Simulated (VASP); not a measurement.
# Bi in VASP: a series of runs

Bi is run at these levels: PBE; tasks: single point.

Program: VASP 6.6.1. These are calculated values, not measurements. Logs are shortened: lines on timing, memory, paths and dates and some standing lists are left out, and cuts for length are marked.

## 1. The cell of the first run

Symmetry: R-3m, No. 166, trigonal system. Conventional cell: a = 4.531 Å, b = 4.531 Å, c = 11.822 Å, α = 90.00°, β = 90.00°, γ = 120.00°. Within 4.0 Å of Bi (site symmetry 3m) lie 6 Bi at 3.06 to 3.52 Å.

## 2. Single point, PBE (35.03 Å³/atom)

Input file INCAR:

```
PREC = Accurate ; ENCUT = 520
EDIFF = 1E-6 ; ISMEAR = -1
SIGMA = 0.03 ; LREAL = F
LASPH = T ; NELM = 100
ALGO = Normal ; ISIF = 2
LWAVE = F ; LCHARG = T
GGA = PE ; LELF = T
LVHAR = T ; NBANDS = 22
```

Input file KPOINTS:

```
Automatic mesh
0
Gamma
  11 11 11
```

Input file POSCAR:

```
Bi
1.0
    2.2653976160      1.3079279234      3.9407758210
   -2.2653976160      1.3079279234      3.9407758210
    0.0000000000     -2.6158558468      3.9407758210
Bi
2
Direct
    0.2338900000      0.2338900000      0.2338900000
    0.7661100000      0.7661100000      0.7661100000
```

Potentials or basis: VASP PAW PBE potentials, release 64 (Bi_d).

Command:

```
cat potpaw_PBE.64/Bi_d/POTCAR > POTCAR
mpirun -np 1 vasp_std > vasp.out
```

OUTCAR:

```text
PREC = Accurate
   ENCUT = 520
   EDIFF = 1E-6
   ISMEAR = -1
   LREAL = F
   LASPH = T
   NELM = 100
   ISIF = 2
   GGA = PE

 ion  position               nearest neighbor table
   1  0.234  0.234  0.234-   2 3.06   2 3.06   2 3.06   2 3.52   2 3.52   2 3.52
   2  0.766  0.766  0.766-   1 3.06   1 3.06   1 3.06   1 3.52   1 3.52   1 3.52

  LATTYP: Found a trigonal (rhomboedric) cell.
 ALAT       =     4.7299488245
 COS(alpha) =     0.5412184017

  Lattice vectors:

 A1 = (   2.2653976160,   1.3079279234,   3.9407758210)
 A2 = (  -2.2653976160,   1.3079279234,   3.9407758210)
 A3 = (   0.0000000000,  -2.6158558468,   3.9407758210)

Analysis of symmetry for initial positions (statically):
=====================================================================
 Subroutine PRICEL returns:
 Original cell was already a primitive cell.

 Routine SETGRP: Setting up the symmetry group for a
 trigonal (rhombohedral) supercell.

 Subroutine GETGRP returns: Found 12 space group operations
 (whereof 12 operations were pure point group operations)
 out of a pool of 12 trial point group operations.

The static configuration has the point symmetry D_3d.

Analysis of symmetry for dynamics (positions and initial velocities):
=====================================================================
 Subroutine PRICEL returns:
 Original cell was already a primitive cell.

 Routine SETGRP: Setting up the symmetry group for a
 trigonal (rhombohedral) supercell.

 Subroutine GETGRP returns: Found 12 space group operations
 (whereof 12 operations were pure point group operations)
 out of a pool of 12 trial point group operations.

The dynamic configuration has the point symmetry D_3d.

 Subroutine INISYM returns: Found 12 space group operations
 (whereof 12 operations are pure point group operations),
 and found     1 'primitive' translations

----------------------------------------------------------------------------------------

                                     Primitive cell

  volume of cell :      70.0586

  direct lattice vectors                    reciprocal lattice vectors
     2.265397616  1.307927923  3.940775821     0.220711806  0.127428021  0.084585713
    -2.265397616  1.307927923  3.940775821    -0.220711806  0.127428021  0.084585713
     0.000000000 -2.615855847  3.940775821     0.000000000 -0.254856042  0.084585713

  length of vectors
     4.729948825  4.729948825  4.729948825     0.268526246  0.268526246  0.268526246

  position of ions in fractional coordinates (direct lattice)
     0.233890000  0.233890000  0.233890000
     0.766110000  0.766110000  0.766110000

  ion indices of the primitive-cell ions
   primitive index   ion index
                 1           1
                 2           2

----------------------------------------------------------------------------------------

 KPOINTS: Automatic mesh

Automatic generation of k-mesh.
 Grid dimensions read from file:
 generate k-points for:   11   11   11

 Generating k-lattice:

  Cartesian coordinates                     Fractional coordinates (reciprocal lattice)
     0.020064710  0.011584366  0.007689610     0.090909091 -0.000000000  0.000000000
    -0.020064710  0.011584366  0.007689610    -0.000000000  0.090909091  0.000000000
     0.000000000 -0.023168731  0.007689610     0.000000000  0.000000000  0.090909091

  Length of vectors
     0.024411477  0.024411477  0.024411477

  Shift w.r.t. Gamma in fractional coordinates (k-lattice)
     0.000000000  0.000000000  0.000000000

 Subroutine IBZKPT returns following result:
 ===========================================

 Found    146 irreducible k-points:

 Following reciprocal coordinates:
            Coordinates               Weight
  0.000000  0.000000  0.000000      1.000000
  0.090909 -0.000000  0.000000      6.000000
  0.181818 -0.000000 -0.000000      6.000000
  0.272727 -0.000000  0.000000      6.000000
  0.363636 -0.000000  0.000000      6.000000
  0.454545 -0.000000  0.000000      6.000000
[... 16 lines left out ...]
 -0.272727  0.181818  0.000000     12.000000
 -0.181818  0.181818  0.000000      6.000000
 [... further k-points ...]
   k-points           NKPTS =    146   k-points in BZ     NKDIM =    146   number of bands    NBANDS=     22
   number of dos      NEDOS =    301   number of ions     NIONS =      2
   total plane-waves  NPLWV =  46656
   dimension x,y,z NGX =    36 NGY =   36 NGZ =   36
   dimension x,y,z NGXF=    72 NGYF=   72 NGZF=   72
   ions per type =               2
   NGX,Y,Z   is equivalent  to a cutoff of  12.65, 12.65, 12.65 a.u.
   NGXF,Y,Z  is equivalent  to a cutoff of  25.31, 25.31, 25.31 a.u.
 SYSTEM =  unknown system
   PREC   = accura    normal or accurate (medium, high low for compatibility)
   ISTART =      0    job   : 0-new  1-cont  2-samecut
   ICHARG =      2    charge: 1-file 2-atom 10-const
   ISPIN  =      1    spin polarized calculation?
   LNONCOLLINEAR =      F non collinear calculations
   LSORBIT =      F    spin-orbit coupling
   LASPH  =      T    aspherical Exc in radial PAW
   ENCUT  =  520.0 eV  38.22 Ry    6.18 a.u.   8.79  8.79  8.79*2*pi/ulx,y,z
   NELM   =    100;   NELMIN=  2; NELMDL= -5     # of ELM steps
   EDIFF  = 0.1E-05   stopping-criterion for ELM
   LREAL  =      F    real-space projection
   EDIFFG = 0.1E-04   stopping-criterion for IOM
   NSW    =      0    number of steps for IOM
   IBRION =     -1    ionic relax: 0-MD 1-quasi-New 2-CG
   NFREE  =      0    steps in history (QN), initial steepest desc. (CG)
   ISIF   =      2    stress and relaxation
   ISYM   =      2    0-nonsym 1-usesym 2-fastsym
   POTIM  = 0.5000    time-step for ionic-motion
   TEBEG  =    0.0;   TEEND  =   0.0 temperature during run
   PSTRESS=    0.0 pullay stress
   NELECT =      30.0000    total number of electrons
   NUPDOWN=      -1.0000    fix difference up-down
   EMIN   =  10.00;   EMAX   =-10.00  energy-range for DOS
   EFERMI =   0.00;   METHOD = LEGACY
   ISMEAR =    -1;   SIGMA  =   0.03  broadening in eV -4-tet -1-fermi 0-gaus
   EFERMI_NEDOS =   21; number of points for ismear=-14 and -15
   IALGO  =     38    algorithm
   IMIX   =      4    mixing-type and parameters
     AMIX     =   0.40;   BMIX     =  1.00
     AMIX_MAG =   1.60;   BMIX_MAG =  1.00
  volume/ion in A,a.u.               =      35.03       236.39
  Fermi-wavevector in a.u.,A,eV,Ry     =   1.233942  2.331813 20.716414  1.522614
  Thomas-Fermi vector in A             =   2.368652
   LORBIT       =      0    0 simple, 1 ext, 2 COOP (PROOUT), +10 PAW based schemes
   GGA     = PE    functional components
   LHFCALC =     F    Hartree Fock is set to
   AEXX    =    0.0000 exact exchange contribution
   IVDW    =     0    specifies the selected vdW correction
   LEPSILON=     F    determine dielectric tensor
   LRPA    =     F    only Hartree local field effects (RPA)
 non-spin polarized calculation
  energy-cutoff  :      520.00
  volume of cell :       70.06
 maximum number of plane-waves:      1934
   NGX = 17   NGY = 17   NGZ = 17

 number of electron      30.0000004 magnetization

 Free energy of the ion-electron system (eV)
  ---------------------------------------------------
  ext. energy  EPLUGINS =         0.00000000
  ---------------------------------------------------
  free energy    TOTEN  =        -7.75142470 eV

  energy without entropy =       -7.75081976  energy(sigma->0) =       -7.75112223

 E-fermi :   6.3722     XC(G=0):  -9.5498

 val. band max:        6.3616921293   @ k =   0.3636   0.1818   0.1818
 cond. band min:       6.5380448959   @ k =   0.4545   0.0909   0.0909
 fundamental gap:      0.1763527666
 Fermi energy:         6.3721546504

 k-point     1 :       0.0000    0.0000    0.0000
  band No.  band energies     occupation
      1     -16.5492      2.00000
      2     -16.5492      2.00000
      3     -16.3959      2.00000
      4     -16.3959      2.00000
      5     -16.3787      2.00000
      6     -16.2076      2.00000
[... 14 lines left out ...]
     21      12.1877      0.00000
     22      12.5148      0.00000

 k-point     2 :       0.0909   -0.0000    0.0000
  band No.  band energies     occupation
      1     -16.5431      2.00000
      2     -16.5414      2.00000
      3     -16.3932      2.00000
      4     -16.3912      2.00000
      5     -16.3747      2.00000
      6     -16.2114      2.00000
[... 14 lines left out ...]
     21      12.2589      0.00000
     22      13.2030      0.00000

 k-point     3 :       0.1818   -0.0000   -0.0000
  band No.  band energies     occupation
      1     -16.5259      2.00000
      2     -16.5186      2.00000
      3     -16.3860      2.00000
      4     -16.3775      2.00000
      5     -16.3622      2.00000
      6     -16.2239      2.00000
[... 14 lines left out ...]
     21      12.6093      0.00000
     22      14.6002      0.00000

 k-point     4 :       0.2727   -0.0000    0.0000
  band No.  band energies     occupation
      1     -16.5007      2.00000
      2     -16.4829      2.00000
      3     -16.3766      2.00000
      4     -16.3566      2.00000
      5     -16.3418      2.00000
      6     -16.2461      2.00000
[... 14 lines left out ...]
     21      13.2960      0.00000
     22      16.1740      0.00000

 k-point     5 :       0.3636   -0.0000    0.0000
  band No.  band energies     occupation
      1     -16.4733      2.00000
      2     -16.4379      2.00000
      3     -16.3674      2.00000
      4     -16.3315      2.00000
      5     -16.3177      2.00000
      6     -16.2752      2.00000
[... 417 lines left out ...]
 k-point    22 :      -0.3636    0.1818   -0.0000
  band No.  band energies     occupation
      1     -16.4840      2.00000
      2     -16.3631      2.00000
      3     -16.3529      2.00000
      4     -16.3458      2.00000
      5     -16.3128      2.00000
      6     -16.2849      2.00000
[... 14 lines left out ...]
     21      14.2031      0.00000
     22      16.5437      0.00000

 k-point    23 :      -0.2727    0.1818    0.0000
  band No.  band energies     occupation
      1     -16.5015      2.00000
      2     -16.4004      2.00000
      3     -16.3638      2.00000
      4     -16.3460      2.00000
      5     -16.3057      2.00000
      6     -16.2887      2.00000
[... 14 lines left out ...]
     21      15.1918      0.00000
     22      15.9430      0.00000

 k-point    24 :      -0.1818    0.1818    0.0000
  band No.  band energies     occupation
      1     -16.5176      2.00000
      2     -16.4465      2.00000
      3     -16.3737      2.00000
      4     -16.3629      2.00000
      5     -16.3181      2.00000
      6     -16.2708      2.00000
[... 14 lines left out ...]
     21      14.3918      0.00000
     22      14.8501      0.00000

 [... further k-points ...]
[... 5 lines left out ...]
  --------------------------------------------------------------------------------------
  -------------------------------------------------------------------------------------
  Total        0.9776023      0.9776023      0.9925466     -0.0000000      0.0000000      0.0000000
  in kB       22.3568997     22.3568997     22.6986611     -0.0000000      0.0000000      0.0000000
  external PRESSURE =      22.4708202 kB  Pullay stress =       0.0000000 kB

 VOLUME and BASIS-vectors are now :
 -----------------------------------------------------------------------------
  energy-cutoff  :      520.00
  volume of cell :       70.06
      direct lattice vectors                 reciprocal lattice vectors
     2.265397616  1.307927923  3.940775821     0.220711806  0.127428021  0.084585713
    -2.265397616  1.307927923  3.940775821    -0.220711806  0.127428021  0.084585713
     0.000000000 -2.615855847  3.940775821     0.000000000 -0.254856042  0.084585713

 POSITION                                       TOTAL-FORCE (eV/Angst)
 -----------------------------------------------------------------------------------
      0.00000      0.00000      2.76512         0.000000     -0.000000      0.245700
      0.00000      0.00000      9.05720         0.000000      0.000000     -0.245700
 -----------------------------------------------------------------------------------
    total drift:                                0.000000     -0.000000      0.000000

  FREE ENERGIE OF THE ION-ELECTRON SYSTEM (eV)
  ---------------------------------------------------
  free  energy   TOTEN  =        -7.7514247020 eV

  energy  without entropy=       -7.7508197612  energy(sigma->0) =       -7.75112223
```

It took 3.5 min on 1 thread of Intel Xeon 8259CL, shared host; peak memory 0.32 GiB.

What came out:

```yaml
Free_energy: -7.7514 eV
Pressure: 2.2 GPa
Largest_force: 0.246 eV/Å
Band_gap_on_the_k_mesh: zero (bands 15 and 16 overlap by 0.06 eV)
```

Forces on the atoms (eV/Å):
```
Bi   0.000  0.000  0.246
Bi   0.000  0.000 -0.246
```

Caveat: spin-orbit coupling is left out, which moves the levels of the heavy elements.

[end of part 1 of 2]
